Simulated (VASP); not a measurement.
# Mg2BeSeO2 (P-4m2) in VASP: a series of runs, part 2 of 3

VASP 6.6.1. The steps go on from the part before.

## Step 3: Relaxation of cell and atoms, PBE

The input, INCAR:

```
SYSTEM = Mg2BeSeO2
PREC = Accurate ; ENCUT = 600
EDIFF = 1E-6 ; ISMEAR = 0
SIGMA = 0.1 ; LREAL = .FALSE.
LASPH = .TRUE. ; NELM = 100
ALGO = Normal ; ISIF = 3
LWAVE = .FALSE. ; LCHARG = .FALSE.
GGA = PE ; IBRION = 2
NSW = 100 ; EDIFFG = -0.01
```

The input, KPOINTS:

```
Automatic mesh
0
G
  12 12 4
  0 0 0
```

The input, POSCAR:

```
Mg2BeSeO2
1.0
    3.0671527852      0.0000000000      0.0000000000
    0.0000000000      3.0671527852      0.0000000000
    0.0000000000      0.0000000000      9.7404343767
Mg Be Se O
2 1 1 2
Direct
    0.5000000000      0.0000000000      0.6045246454
    0.0000000000      0.5000000000      0.3954753546
    0.5000000000      0.5000000000      0.0000000000
    0.0000000000      0.0000000000      0.0000000000
    0.5000000000      0.0000000000      0.3893499964
    0.0000000000      0.5000000000      0.6106500036
```

Potentials or basis: VASP PAW PBE potentials, release 64 (Mg, Be, Se, O).

Run with:

```console
$ cat potpaw_PBE.64/Mg/POTCAR potpaw_PBE.64/Be/POTCAR potpaw_PBE.64/Se/POTCAR potpaw_PBE.64/O/POTCAR > POTCAR
$ mpirun -np 1 vasp_std > vasp.out
```

OUTCAR:

```text
SYSTEM = Mg2BeSeO2
   PREC = Accurate
   ENCUT = 600
   EDIFF = 1E-6
   ISMEAR = 0
   LREAL = .FALSE.
   LASPH = .TRUE.
   NELM = 100
   ISIF = 3
   GGA = PE
   IBRION = 2
   NSW = 100
   EDIFFG = -0.01

 ion  position               nearest neighbor table
   1  0.500  0.000  0.605-   5 2.10   6 2.17   6 2.17   6 2.17   6 2.17   2 2.97   2 2.97   2 2.97
                             2 2.97
   2  0.000  0.500  0.395-   6 2.10   5 2.17   5 2.17   5 2.17   5 2.17   1 2.97   1 2.97   1 2.97
                             1 2.97
   3  0.500  0.500  0.000-   4 2.17   4 2.17   4 2.17   4 2.17
   4  0.000  0.000  0.000-   3 2.17   3 2.17   3 2.17   3 2.17
   5  0.500  0.000  0.389-   1 2.10   2 2.17   2 2.17   2 2.17   2 2.17
   6  0.000  0.500  0.611-   2 2.10   1 2.17   1 2.17   1 2.17   1 2.17

  LATTYP: Found a simple tetragonal cell.
 ALAT       =     3.0671527852
 C/A-ratio  =     3.1757251949

  Lattice vectors:

 A1 = (   3.0671527852,   0.0000000000,   0.0000000000)
 A2 = (   0.0000000000,   3.0671527852,   0.0000000000)
 A3 = (   0.0000000000,   0.0000000000,   9.7404343767)

Analysis of symmetry for initial positions (statically):
=====================================================================
 Subroutine PRICEL returns:
 Original cell was already a primitive cell.

 Routine SETGRP: Setting up the symmetry group for a
 simple tetragonal supercell.

 Subroutine GETGRP returns: Found  8 space group operations
 (whereof  8 operations were pure point group operations)
 out of a pool of 16 trial point group operations.

The static configuration has the point symmetry D_2d.

Analysis of symmetry for dynamics (positions and initial velocities):
=====================================================================
 Subroutine PRICEL returns:
 Original cell was already a primitive cell.

 Routine SETGRP: Setting up the symmetry group for a
 simple tetragonal supercell.

 Subroutine GETGRP returns: Found  8 space group operations
 (whereof  8 operations were pure point group operations)
 out of a pool of 16 trial point group operations.

The dynamic configuration has the point symmetry D_2d.

 Subroutine INISYM returns: Found  8 space group operations
 (whereof  8 operations are pure point group operations),
 and found     1 'primitive' translations

----------------------------------------------------------------------------------------

                                     Primitive cell

  volume of cell :      91.6324

  direct lattice vectors                    reciprocal lattice vectors
     3.067152785  0.000000000  0.000000000     0.326035274  0.000000000  0.000000000
     0.000000000  3.067152785  0.000000000     0.000000000  0.326035274  0.000000000
     0.000000000  0.000000000  9.740434377     0.000000000  0.000000000  0.102664826

  length of vectors
     3.067152785  3.067152785  9.740434377     0.326035274  0.326035274  0.102664826

  position of ions in fractional coordinates (direct lattice)
     0.500000000  0.000000000  0.604524645
     0.000000000  0.500000000  0.395475355
     0.500000000  0.500000000  0.000000000
     0.000000000  0.000000000  0.000000000
     0.500000000  0.000000000  0.389349996
     0.000000000  0.500000000  0.610650004

  ion indices of the primitive-cell ions
   primitive index   ion index
                 1           1
                 2           2
[... 61 lines left out ...]
   dimension x,y,z NGX =    28 NGY =   28 NGZ =   80
   dimension x,y,z NGXF=    56 NGYF=   56 NGZF=  160
   ions per type =               2   1   1   2
   NGX,Y,Z   is equivalent  to a cutoff of  15.18, 15.18, 13.65 a.u.
   NGXF,Y,Z  is equivalent  to a cutoff of  30.35, 30.35, 27.31 a.u.
 SYSTEM =  Mg2BeSeO2
   PREC   = accura    normal or accurate (medium, high low for compatibility)
   ISTART =      0    job   : 0-new  1-cont  2-samecut
   ICHARG =      2    charge: 1-file 2-atom 10-const
   ISPIN  =      1    spin polarized calculation?
   LNONCOLLINEAR =      F non collinear calculations
   LSORBIT =      F    spin-orbit coupling
   LASPH  =      T    aspherical Exc in radial PAW
   ENCUT  =  600.0 eV  44.10 Ry    6.64 a.u.   6.13  6.13 19.45*2*pi/ulx,y,z
   NELM   =    100;   NELMIN=  2; NELMDL= -5     # of ELM steps
   EDIFF  = 0.1E-05   stopping-criterion for ELM
   LREAL  =      F    real-space projection
   EDIFFG = -.1E-01   stopping-criterion for IOM
   NSW    =    100    number of steps for IOM
   IBRION =      2    ionic relax: 0-MD 1-quasi-New 2-CG
   NFREE  =      1    steps in history (QN), initial steepest desc. (CG)
   ISIF   =      3    stress and relaxation
   ISYM   =      2    0-nonsym 1-usesym 2-fastsym
   POTIM  = 0.5000    time-step for ionic-motion
   TEBEG  =    0.0;   TEEND  =   0.0 temperature during run
   PSTRESS=    0.0 pullay stress
   NELECT =      24.0000    total number of electrons
   NUPDOWN=      -1.0000    fix difference up-down
   EMIN   =  10.00;   EMAX   =-10.00  energy-range for DOS
   EFERMI =   0.00;   METHOD = LEGACY
   ISMEAR =     0;   SIGMA  =   0.10  broadening in eV -4-tet -1-fermi 0-gaus
   EFERMI_NEDOS =   21; number of points for ismear=-14 and -15
   IALGO  =     38    algorithm
   IMIX   =      4    mixing-type and parameters
     AMIX     =   0.40;   BMIX     =  1.00
     AMIX_MAG =   1.60;   BMIX_MAG =  1.00
  volume/ion in A,a.u.               =      15.27       103.06
  Fermi-wavevector in a.u.,A,eV,Ry     =   1.047439  1.979373 14.927347  1.097129
  Thomas-Fermi vector in A             =   2.182319
   LORBIT       =      0    0 simple, 1 ext, 2 COOP (PROOUT), +10 PAW based schemes
   GGA     = PE    functional components
   LHFCALC =     F    Hartree Fock is set to
   AEXX    =    0.0000 exact exchange contribution
   IVDW    =     0    specifies the selected vdW correction
   LEPSILON=     F    determine dielectric tensor
   LRPA    =     F    only Hartree local field effects (RPA)
 conjugate gradient relaxation of ions
 non-spin polarized calculation
 Gauss-broadening in eV      SIGMA  =   0.10
  energy-cutoff  :      600.00
  volume of cell :       91.63
 maximum number of plane-waves:      3104
 NGX is ok and might be reduce to    28
   NGX = 13   NGY = 13   NGZ = 39

--------------------------------------- Ionic step        1  -------------------------------------------

 number of electron      24.0000007 magnetization

 Free energy of the ion-electron system (eV)
  ---------------------------------------------------
  ext. energy  EPLUGINS =         0.00000000
  ---------------------------------------------------
  free energy    TOTEN  =       -29.60120684 eV

  energy without entropy =      -29.59985184  energy(sigma->0) =      -29.60052934

------------------------ aborting loop because EDIFF is reached ----------------------------------------

  FORCE on cell =-STRESS in cart. coord.  units (eV):
  Direction    XX          YY          ZZ          XY          YZ          ZX
  --------------------------------------------------------------------------------------
  -------------------------------------------------------------------------------------
  Total       -0.1962728     -0.1962728      0.0394739      0.0000000     -0.0000000      0.0000000
  in kB       -3.4317959     -3.4317959      0.6901948      0.0000000     -0.0000000      0.0000000
  external PRESSURE =      -2.0577990 kB  Pullay stress =       0.0000000 kB
[... 67 lines left out ...]
--------------------------------------- Ionic step        3  -------------------------------------------

 number of electron      24.0000007 magnetization

 Free energy of the ion-electron system (eV)
  ---------------------------------------------------
  ext. energy  EPLUGINS =         0.00000000
  ---------------------------------------------------
  free energy    TOTEN  =       -29.60146212 eV

  energy without entropy =      -29.60011364  energy(sigma->0) =      -29.60078788

 E-fermi :   2.5543     XC(G=0):  -8.9559

 val. band max:        2.3762129377   @ k =   0.5000   0.4167   0.5000
 cond. band min:       2.5989789416   @ k =   0.4167   0.4167   0.0000
 fundamental gap:      0.2227660039
 Fermi energy:         2.5543042727

 k-point     1 :       0.0000    0.0000    0.0000
  band No.  band energies     occupation
      1     -14.7175      2.00000
      2     -13.9769      2.00000
      3     -12.8408      2.00000
      4      -2.3654      2.00000
      5      -1.0038      2.00000
      6       0.5028      2.00000
[... 433 lines left out ...]
      3     -10.2579      2.00000
      4      -4.3173      2.00000
      5      -2.9527      2.00000
      6      -1.4479      2.00000
[... 8 lines left out ...]
     15       8.2336      0.00000
     16       9.3609      0.00000

 [... further k-points ...]

------------------------ aborting loop because EDIFF is reached ----------------------------------------

  FORCE on cell =-STRESS in cart. coord.  units (eV):
  Direction    XX          YY          ZZ          XY          YZ          ZX
  --------------------------------------------------------------------------------------
  -------------------------------------------------------------------------------------
  Total        0.0063474      0.0063474      0.0468718      0.0000000     -0.0000000      0.0000000
  in kB        0.1112262      0.1112262      0.8213389      0.0000000     -0.0000000      0.0000000
  external PRESSURE =       0.3479304 kB  Pullay stress =       0.0000000 kB
[... 21 lines left out ...]
  FREE ENERGIE OF THE ION-ELECTRON SYSTEM (eV)
  ---------------------------------------------------
  free  energy   TOTEN  =       -29.6014621157 eV

  energy  without entropy=      -29.6001136396  energy(sigma->0) =      -29.60078788

 reached required accuracy - stopping structural energy minimisation
```

Run time: 2.4 min. Hardware: 1 thread of Intel Xeon 6975P-C (Granite Rapids), shared host; peak memory 0.39 GiB.

Results:

| Quantity | Value |
| --- | --- |
| Free energy | -29.6015 eV |
| Relaxed volume | 15.24 Å³/atom |
| Relaxed cell | a = 3.063 Å, b = 3.063 Å, c = 9.743 Å, α = 90.00°, β = 90.00°, γ = 90.00° |
| Space group after relaxing (to 0.05 Å) | P-4m2 (No. 115) |
| Energy gained by relaxing | 0.0 meV/atom |
| Ionic steps | 3 |
| Pressure after relaxing | 0.0 GPa |
| Largest force after relaxing | 0.007 eV/Å |
| Band gap on the k mesh | zero (band 12 reaches 3.10 eV, above the bottom of band 13 at 2.15 eV) |

Forces on the atoms (eV/Å):
```
Mg   0.000  0.000  0.006
Mg   0.000  0.000 -0.006
Be   0.000  0.000  0.000
Se   0.000  0.000  0.000
O    0.000  0.000 -0.007
O    0.000  0.000  0.007
```

Step by step:
```
step  energy change (eV)  largest force (eV/Å)  pressure (GPa)  volume (Å³)
   1              0.0000                0.0082           -0.21        91.63
   2             -0.0002                0.0081            0.14        91.37
   3             -0.0003                0.0071            0.03        91.43
```

Final structure:
```
Mg Be Se O
1.0
     3.06343    0.00000    0.00000
     0.00000    3.06343    0.00000
     0.00000    0.00000    9.74281
Mg Be Se O
2 1 1 2
Direct
  0.50000 0.00000 0.60452
  0.00000 0.50000 0.39548
  0.50000 0.50000 0.00000
  0.00000 0.00000 0.00000
  0.50000 0.00000 0.38932
  0.00000 0.50000 0.61068
```

Levels at points of the mesh, in eV from the Fermi level:
```tsv
k point	band 9	band 10	band 11	band 12	band 13	band 14	band 15	band 16
(0.00, 0.00, 0.00)	-1.76	-1.74	-1.09	-1.09	1.68	4.39	4.52	5.63
(0.50, 0.00, 0.00)	-1.73	-1.35	-1.34	0.55	0.92	3.99	5.33	5.66
(0.50, 0.50, 0.00)	-2.73	-1.68	-1.68	-0.81	-0.40	3.73	5.64	5.64
(0.00, 0.00, 0.50)	-1.76	-1.76	-1.09	-1.09	2.81	2.81	4.72	5.61
(0.50, 0.00, 0.50)	-1.58	-1.35	-1.34	0.55	0.99	3.99	5.22	5.45
(0.50, 0.50, 0.50)	-2.71	-1.68	-1.68	-0.83	-0.40	3.70	5.52	5.52
```

[end of part 2 of 3]
